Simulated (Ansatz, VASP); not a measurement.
Two plane-wave programs on BaSi4

```xyz
5
Lattice="4.2591 0.0000 0.0000 0.0000 4.2591 0.0000 0.0000 0.0000 3.7853" Properties=species:S:1:pos:R:3 pbc="T T T"
Ba    2.1295    2.1295    2.8285
Si    0.6927    0.0000    2.7695
Si    3.5664    0.0000    2.7695
Si    0.0000    0.6927    2.7695
Si    0.0000    3.5664    2.7695
```

Alike in both runs: task relaxation of cell and atoms; functional PBE; k mesh 4 × 4 × 4; occupations gaussian, width 0.1 eV; no spin polarisation.

```csv
,VASP,Ansatz
version,VASP 6.6.1,Ansatz 0.2.0
potentials or method,"VASP PAW PBE potentials, release 64 (Ba_sv, Si), cutoff 600 eV","scalar-relativistic, plane waves, PAW"
valence electrons in the cell,26,26
```

VASP gave:

* gap on the k mesh at the Fermi level, each at its own relaxed structure (eV): none
* relaxed volume (Å³/atom): 21.69
* relaxed length of the cell vector where the two differ most in proportion (Å): 3.283

Problem. Estimate Ansatz's values.

Solution. gap on the k mesh at the Fermi level, each at its own relaxed structure (eV): none; relaxed volume (Å³/atom): 27.27; relaxed length of the cell vector where the two differ most in proportion (Å): 4.581.

A gap of «none» marks a metal or a gap that the smearing closes. One of these differences is far larger than is usual between the two programs; its cause wasn't traced.

The k mesh is coarse, so the values compare programs but aren't converged. Spin-orbit coupling is off throughout. Noted on VASP's run: the volume moved by over 15 % at a fixed basis, so the end points are rough.
